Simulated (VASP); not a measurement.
Wanted: the native input for a VASP 6.6.1 run.

```yaml
Task: single point
Functional: PBE
Potentials_or_basis: VASP PAW PBE potentials, release 64 (Tb_3, C), 4f in core
Cutoff: 600 eV
k_mesh: 4 × 4 × 4
Occupations: gaussian, width 0.1 eV
Spin: no spin polarisation
Dipole_correction: no
Mended: yes
Further_INCAR_settings: ALGO = Normal; EDIFF = 1e-06; NBANDS = 20
```

The structure of TbC4 lies in POSCAR:

```
TbC4
1.0
    4.5906243412      0.0000000000      0.0000000000
    0.0000000000      4.5906243412      0.0000000000
    0.0000000000      0.0000000000      4.5906243412
Tb C
1 4
Direct
    0.0000000000      0.0000000000      0.0000000000
    0.5000000000      0.0000000000      0.0000000000
    0.0000000000      0.5000000000      0.0000000000
    0.0000000000      0.0000000000      0.5000000000
    0.5000000000      0.5000000000      0.5000000000
```

The cell was built from a structure type or drawn by symmetry, and may not be a known phase.

One way to write it, as run:

INCAR

```
SYSTEM = TbC4
PREC = Accurate ; ENCUT = 600
EDIFF = 1E-6 ; ISMEAR = 0
SIGMA = 0.1 ; LREAL = .FALSE.
LASPH = .TRUE. ; NELM = 200
ALGO = Normal ; ISIF = 2
LWAVE = .FALSE. ; LCHARG = .TRUE.
GGA = PE ; LELF = .TRUE.
LVHAR = .TRUE. ; NBANDS = 20
GGA_COMPAT = .FALSE. ; LMAXMIX = 6
```

KPOINTS

```
Automatic mesh
0
G
  4 4 4
  0 0 0
```

Potentials or basis: VASP PAW PBE potentials, release 64 (Tb_3, C), 4f in core.

Launch:

```sh
$ cat potpaw_PBE.64/Tb_3/POTCAR potpaw_PBE.64/C/POTCAR > POTCAR
$ mpirun -np 1 vasp_std > vasp.out
```

It gave:

```json
{"Pressure": "0.3 GPa", "Band gap on the k mesh": "zero (an odd number of electrons rules out a gap without spin polarisation)"}
```

Caveat: spin-orbit coupling is left out, which moves the levels of the heavy elements; the 4f electrons are frozen in the core, so they carry no moment and show no levels.

Run time: 18 s on 1 thread of Intel(R) Xeon(R) 6975P-C (Granite Rapids), on a shared host, peak memory 0.24 GiB.
